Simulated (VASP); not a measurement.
# Pt in VASP: single point with PBE

Aim: the single point of Pt with PBE.

Program: VASP 6.6.1. These are calculated values, not measurements. Logs are shortened: lines on timing, memory, paths and dates and some standing lists are left out, and cuts for length are marked.

## Step 1: The cell of the first run

The cell holds a slab with vacuum, 4 atoms: a = 2.807 Å, b = 2.807 Å, c = 20.876 Å, α = 90.00°, β = 90.00°, γ = 120.00°.

## Step 2: Single point, PBE

The input, INCAR:

```
  PREC = Accurate
  ENCUT = 400
  EDIFF = 1E-6
  ISMEAR = -1
  SIGMA = 0.1
  LREAL = F
  LASPH = T
  NELM = 120
  ALGO = Normal
  ISIF = 2
  LWAVE = F
  LCHARG = T
  GGA = PE
  LELF = T
  LVHAR = T
  NBANDS = 28
  GGA_COMPAT = F
  NELMDL = -8
```

The input, KPOINTS:

```
Automatic mesh
0
Gamma
  8 8 1
```

The input, POSCAR:

```
Pt
1.0
    2.8072140000      0.0000000000      0.0000000000
   -1.4036070000      2.4311190000      0.0000000000
    0.0000000000      0.0000000000     20.8762420000
Pt
4
Direct
    0.0000000000      0.0000000000      0.3353090000
    0.3333330000      0.6666670000      0.4451030000
    0.6666670000      0.3333330000      0.5548970000
    0.0000000000      0.0000000000      0.6646910000
```

Potentials or basis: VASP PAW PBE potentials, release 64 (Pt).

Run with:

```bash
$ cat potpaw_PBE.64/Pt/POTCAR > POTCAR
$ mpirun -np 1 vasp_std > vasp.out
```

OUTCAR:

```text
PREC = Accurate
   ENCUT = 400
   EDIFF = 1E-6
   ISMEAR = -1
   LREAL = F
   LASPH = T
   NELM = 120
   ISIF = 2
   GGA = PE
   NELMDL = -8

 ion  position               nearest neighbor table
   1  0.000  0.000  0.335-   2 2.81   2 2.81   2 2.81
   2  0.333  0.667  0.445-   1 2.81   3 2.81   3 2.81   1 2.81   1 2.81   3 2.81
   3  0.667  0.333  0.555-   4 2.81   2 2.81   2 2.81   4 2.81   4 2.81   2 2.81
   4  0.000  0.000  0.665-   3 2.81   3 2.81   3 2.81

  LATTYP: Found a hexagonal cell.
 ALAT       =     2.8072140000
 C/A-ratio  =     7.4366407406

  Lattice vectors:

 A1 = (   2.8072140000,   0.0000000000,   0.0000000000)
 A2 = (  -1.4036070000,   2.4311190000,   0.0000000000)
 A3 = (   0.0000000000,   0.0000000000,  20.8762420000)

Analysis of symmetry for initial positions (statically):
=====================================================================
 Subroutine PRICEL returns:
 Original cell was already a primitive cell.

 Routine SETGRP: Setting up the symmetry group for a
 hexagonal supercell.

 Subroutine GETGRP returns: Found 12 space group operations
 (whereof 12 operations were pure point group operations)
 out of a pool of 24 trial point group operations.

The static configuration has the point symmetry D_3d.

Analysis of symmetry for dynamics (positions and initial velocities):
=====================================================================
 Subroutine PRICEL returns:
 Original cell was already a primitive cell.

 Routine SETGRP: Setting up the symmetry group for a
 hexagonal supercell.

 Subroutine GETGRP returns: Found 12 space group operations
 (whereof 12 operations were pure point group operations)
 out of a pool of 24 trial point group operations.

The dynamic configuration has the point symmetry D_3d.

 Subroutine INISYM returns: Found 12 space group operations
 (whereof 12 operations are pure point group operations),
 and found     1 'primitive' translations

----------------------------------------------------------------------------------------

                                     Primitive cell

  volume of cell :     142.4735

  direct lattice vectors                    reciprocal lattice vectors
     2.807214000  0.000000000  0.000000000     0.356225069  0.205666609  0.000000000
    -1.403607000  2.431119000  0.000000000     0.000000000  0.411333217  0.000000000
     0.000000000  0.000000000 20.876242000     0.000000000  0.000000000  0.047901342

  length of vectors
     2.807214000  2.807214314 20.876242000     0.411333263  0.411333217  0.047901342

  position of ions in fractional coordinates (direct lattice)
     0.000000000  0.000000000  0.335309000
     0.333333000  0.666667000  0.445103000
     0.666667000  0.333333000  0.554897000
     0.000000000  0.000000000  0.664691000

  ion indices of the primitive-cell ions
   primitive index   ion index
                 1           1
                 2           2
                 3           3
                 4           4

----------------------------------------------------------------------------------------

 KPOINTS: Automatic mesh

Automatic generation of k-mesh.
 Grid dimensions read from file:
 generate k-points for:    8    8    1

 Generating k-lattice:

  Cartesian coordinates                     Fractional coordinates (reciprocal lattice)
     0.044528134  0.025708326  0.000000000     0.125000000  0.000000000  0.000000000
     0.000000000  0.051416652  0.000000000     0.000000000  0.125000000  0.000000000
     0.000000000  0.000000000  0.047901342     0.000000000  0.000000000  1.000000000

  Length of vectors
     0.051416658  0.051416652  0.047901342

  Shift w.r.t. Gamma in fractional coordinates (k-lattice)
     0.000000000  0.000000000  0.000000000

 Subroutine IBZKPT returns following result:
 ===========================================

 Found     10 irreducible k-points:

 Following reciprocal coordinates:
            Coordinates               Weight
  0.000000  0.000000  0.000000      1.000000
  0.125000  0.000000  0.000000      6.000000
  0.250000  0.000000  0.000000      6.000000
  0.375000  0.000000  0.000000      6.000000
  0.500000  0.000000  0.000000      3.000000
  0.125000  0.125000  0.000000      6.000000
  0.250000  0.125000  0.000000     12.000000
  0.375000  0.125000  0.000000     12.000000
  0.250000  0.250000  0.000000      6.000000
  0.375000  0.250000  0.000000      6.000000
   k-points           NKPTS =     10   k-points in BZ     NKDIM =     10   number of bands    NBANDS=     28
   number of dos      NEDOS =    301   number of ions     NIONS =      4
   total plane-waves  NPLWV =  45360
   dimension x,y,z NGX =    18 NGY =   18 NGZ =  140
   dimension x,y,z NGXF=    36 NGYF=   36 NGZF=  280
   ions per type =               4
   NGX,Y,Z   is equivalent  to a cutoff of  10.66, 10.66, 11.15 a.u.
   NGXF,Y,Z  is equivalent  to a cutoff of  21.32, 21.32, 22.30 a.u.
 SYSTEM =  unknown system
   PREC   = accura    normal or accurate (medium, high low for compatibility)
   ISTART =      0    job   : 0-new  1-cont  2-samecut
   ICHARG =      2    charge: 1-file 2-atom 10-const
   ISPIN  =      1    spin polarized calculation?
   LNONCOLLINEAR =      F non collinear calculations
   LSORBIT =      F    spin-orbit coupling
   LASPH  =      T    aspherical Exc in radial PAW
   ENCUT  =  400.0 eV  29.40 Ry    5.42 a.u.   4.58  4.58 34.04*2*pi/ulx,y,z
   NELM   =    120;   NELMIN=  2; NELMDL= -8     # of ELM steps
   EDIFF  = 0.1E-05   stopping-criterion for ELM
   LREAL  =      F    real-space projection
   EDIFFG = 0.1E-04   stopping-criterion for IOM
   NSW    =      0    number of steps for IOM
   IBRION =     -1    ionic relax: 0-MD 1-quasi-New 2-CG
   NFREE  =      0    steps in history (QN), initial steepest desc. (CG)
   ISIF   =      2    stress and relaxation
   ISYM   =      2    0-nonsym 1-usesym 2-fastsym
   POTIM  = 0.5000    time-step for ionic-motion
   TEBEG  =    0.0;   TEEND  =   0.0 temperature during run
   PSTRESS=    0.0 pullay stress
   NELECT =      40.0000    total number of electrons
   NUPDOWN=      -1.0000    fix difference up-down
   EMIN   =  10.00;   EMAX   =-10.00  energy-range for DOS
   EFERMI =   0.00;   METHOD = LEGACY
   ISMEAR =    -1;   SIGMA  =   0.10  broadening in eV -4-tet -1-fermi 0-gaus
   EFERMI_NEDOS =   21; number of points for ismear=-14 and -15
   IALGO  =     38    algorithm
   IMIX   =      4    mixing-type and parameters
     AMIX     =   0.40;   BMIX     =  1.00
     AMIX_MAG =   1.60;   BMIX_MAG =  1.00
  volume/ion in A,a.u.               =      35.62       240.36
  Fermi-wavevector in a.u.,A,eV,Ry     =   1.071972  2.025733 15.634783  1.149124
  Thomas-Fermi vector in A             =   2.207728
   LORBIT       =      0    0 simple, 1 ext, 2 COOP (PROOUT), +10 PAW based schemes
   GGA     = PE    functional components
   LHFCALC =     F    Hartree Fock is set to
   AEXX    =    0.0000 exact exchange contribution
   IVDW    =     0    specifies the selected vdW correction
   LEPSILON=     F    determine dielectric tensor
   LRPA    =     F    only Hartree local field effects (RPA)
 non-spin polarized calculation
  energy-cutoff  :      400.00
  volume of cell :      142.47
 maximum number of plane-waves:      2626
   NGX =  9   NGY =  9   NGZ = 69

 number of electron      39.9999989 magnetization

 Free energy of the ion-electron system (eV)
  ---------------------------------------------------
  ext. energy  EPLUGINS =         0.00000000
  ---------------------------------------------------
  free energy    TOTEN  =       -23.20574758 eV

  energy without entropy =      -22.94057046  energy(sigma->0) =      -23.07315902

 E-fermi :   1.4086     XC(G=0):  -6.6792

 val. band max:        1.3961138442   @ k =   0.3750   0.2500   0.0000
 cond. band min:       1.4196184725   @ k =   0.1250   0.0000   0.0000
 fundamental gap:      0.0235046283
 Fermi energy:         1.4085666742

 k-point     1 :       0.0000    0.0000    0.0000
  band No.  band energies     occupation
      1      -7.8230      2.00000
      2      -6.5359      2.00000
      3      -5.4053      2.00000
      4      -5.3168      2.00000
      5      -2.1994      2.00000
      6      -2.0356      2.00000
[... 20 lines left out ...]
     27       6.9687      0.00000
     28       8.5052      0.00000

 k-point     2 :       0.1250    0.0000    0.0000
  band No.  band energies     occupation
      1      -7.3054      2.00000
      2      -6.0335      2.00000
      3      -4.8962      2.00000
      4      -4.8410      2.00000
      5      -2.5701      2.00000
      6      -2.4070      2.00000
[... 20 lines left out ...]
     27       7.2753      0.00000
     28       8.9080      0.00000

 k-point     3 :       0.2500    0.0000    0.0000
  band No.  band energies     occupation
      1      -6.0351      2.00000
      2      -5.0051      2.00000
      3      -4.2049      2.00000
      4      -3.8741      2.00000
      5      -3.4093      2.00000
      6      -2.7751      2.00000
[... 20 lines left out ...]
     27       8.4920      0.00000
     28      10.0146      0.00000

 k-point     4 :       0.3750    0.0000    0.0000
  band No.  band energies     occupation
      1      -5.1506      2.00000
      2      -4.7736      2.00000
      3      -4.2836      2.00000
      4      -4.1796      2.00000
      5      -3.9178      2.00000
      6      -3.1977      2.00000
[... 144 lines left out ...]
     27       8.7827      0.00000
     28      10.3459      0.00000

 k-point     9 :       0.2500    0.2500    0.0000
  band No.  band energies     occupation
      1      -4.1978      2.00000
      2      -4.0697      2.00000
      3      -3.7525      2.00000
      4      -3.2686      2.00000
      5      -3.2256      2.00000
      6      -2.8729      2.00000
[... 20 lines left out ...]
     27       9.5713      0.00000
     28       9.8991      0.00000

 k-point    10 :       0.3750    0.2500    0.0000
  band No.  band energies     occupation
      1      -4.0660      2.00000
      2      -3.9734      2.00000
      3      -3.5308      2.00000
      4      -3.2896      2.00000
      5      -3.2790      2.00000
      6      -2.8740      2.00000
[... 20 lines left out ...]
     27       8.8232      0.00000
     28       9.1746      0.00000

------------------------ aborting loop because EDIFF is reached ----------------------------------------

  FORCE on cell =-STRESS in cart. coord.  units (eV):
  Direction    XX          YY          ZZ          XY          YZ          ZX
  --------------------------------------------------------------------------------------
  -------------------------------------------------------------------------------------
  Total       -3.9643557     -3.9643569     -0.4069907      0.0000000      0.0000000      0.0000000
  in kB      -44.5809316    -44.5809449     -4.5767902      0.0000000      0.0000000      0.0000000
  external PRESSURE =     -31.2462222 kB  Pullay stress =       0.0000000 kB

 VOLUME and BASIS-vectors are now :
 -----------------------------------------------------------------------------
  energy-cutoff  :      400.00
  volume of cell :      142.47
      direct lattice vectors                 reciprocal lattice vectors
     2.807214000  0.000000000  0.000000000     0.356225069  0.205666609  0.000000000
    -1.403607000  2.431119000  0.000000000     0.000000000  0.411333217  0.000000000
     0.000000000  0.000000000 20.876242000     0.000000000  0.000000000  0.047901342

 POSITION                                       TOTAL-FORCE (eV/Angst)
 -----------------------------------------------------------------------------------
      0.00000      0.00000      6.99999         0.000000      0.000000     -0.008482
     -0.00000      1.62075      9.29208         0.000000      0.000000      0.179971
      1.40361      0.81037     11.58416        -0.000000     -0.000000     -0.179971
      0.00000      0.00000     13.87625         0.000000     -0.000000      0.008482
 -----------------------------------------------------------------------------------
    total drift:                                0.000000      0.000000      0.000000

  FREE ENERGIE OF THE ION-ELECTRON SYSTEM (eV)
  ---------------------------------------------------
  free  energy   TOTEN  =       -23.2057475842 eV

  energy  without entropy=      -22.9405704586  energy(sigma->0) =      -23.07315902
```

Wall time 92 s (1 thread of Intel Xeon 8259CL, shared host); peak memory 0.2 GiB.

Results:

| Property | Result |
| --- | --- |
| Free energy | -23.2057 eV |
| Largest force | 0.180 eV/Å |
| Band gap on the k mesh | zero (band 20 reaches 1.95 eV, above the bottom of band 21 at 0.63 eV) |

Forces on the atoms (eV/Å):
```
Pt   0.000  0.000 -0.008
Pt   0.000  0.000  0.180
Pt   0.000  0.000 -0.180
Pt   0.000  0.000  0.008
```

Caveat: spin-orbit coupling is left out, which moves the levels of the heavy elements.
